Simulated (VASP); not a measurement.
Here is a VASP 6.6.1 calculation.

File INCAR:

```
SYSTEM = Ba
PREC = Accurate ; ENCUT = 520
EDIFF = 1E-6 ; ISMEAR = -1
SIGMA = 0.1 ; LREAL = .False.
LASPH = .True. ; NELM = 60
ALGO = Normal ; ISIF = 2
LWAVE = .False. ; LCHARG = .False.
GGA = B5 ; ALDAX = 1.0
AGGAX = 1.0 ; AGGAC = 1.0
ALDAC = 0.0 ; NBANDS = 17
```

File KPOINTS:

```
Automatic mesh
0
Gamma
  10 10 7
  0 0 0
```

File POSCAR:

```
Ba
1.0
   -3.8782274935      3.8774575605      2.0879694832
    3.8774575605     -3.8782274935      2.0879694832
    3.8801035693      3.8801035693     -2.0893796170
Ba
2
Direct
    0.9999757319      0.0000242681      0.0000000000
    0.7500242681      0.2499757319      0.5000000000
```

Potentials or basis: VASP PAW PBE potentials, release 64 (Ba_sv).

Run with:

```bash
$ cat potpaw_PBE.64/Ba_sv/POTCAR > POTCAR
$ mpirun -np 1 vasp_std > vasp.out
```

Problem. Estimate the band gap on the k mesh.

Solution. Zero (bands 10 and 11 overlap by 0.19 eV).

Problem. Predict the pressure.

Solution. 0.4 GPa.

Caveat: the PAW data sets were made with another functional, which shifts forces and pressure a little; spin-orbit coupling is left out, which moves the levels of the heavy elements.
